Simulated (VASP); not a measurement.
A run of VASP 6.6.1 is set up as follows.

File INCAR:

```
SYSTEM = HfN
  PREC = Accurate
  ENCUT = 600
  EDIFF = 1E-7
  ISMEAR = -1
  SIGMA = 0.1
  LREAL = .FALSE.
  LASPH = .TRUE.
  NELM = 100
  ALGO = Normal
  ISIF = 3
  LWAVE = .FALSE.
  LCHARG = .FALSE.
  GGA = PS
  IBRION = 2
  NSW = 100
  EDIFFG = -0.002
```

File KPOINTS:

```
regular mesh
0
G
  18 18 18
  0 0 0
```

The input POSCAR:

```
HfN
1.0
    0.0000000000      2.2560000000      2.2560000000
    2.2560000000      0.0000000000      2.2560000000
    2.2560000000      2.2560000000      0.0000000000
Hf N
1 1
Direct
    0.0000000000      0.0000000000      0.0000000000
    0.5000000000      0.5000000000      0.5000000000
```

Potentials or basis: VASP PAW PBE potentials, release 64 (Hf_pv, N).

Run with:

```sh
$ cat potpaw_PBE.64/Hf_pv/POTCAR potpaw_PBE.64/N/POTCAR > POTCAR
$ mpirun -np 1 vasp_std > vasp.out
```

**Question.** Predict the relaxed volume.

**Answer.** 11.31 Å³/atom.

**Question.** What does it give for the space group after relaxing (to 0.1 Å)?

**Answer.** Fm-3m (No. 225).

**Question.** Predict the band gap on the k mesh.

**Answer.** Zero (an odd number of electrons rules out a gap without spin polarisation).

**Question.** Estimate the relaxed cell.

**Answer.** a = 3.175 Å, b = 3.175 Å, c = 3.175 Å, α = 60.00°, β = 60.00°, γ = 60.00°.

The path:
```csv
step,energy change (eV),largest force (eV/Å),pressure (GPa),volume (Å³)
1,0.0000,0.0000,-4.14,22.96
2,0.0128,0.0000,8.89,21.99
3,-0.0044,0.0000,-0.03,22.63
4,-0.0044,0.0000,0.05,22.63
5,-0.0044,0.0000,-0.08,22.64
6,-0.0044,0.0000,0.00,22.63
```

Caveat: the PAW data sets were made with another functional, which shifts forces and pressure a little; spin-orbit coupling is left out, which moves the levels of the heavy elements.
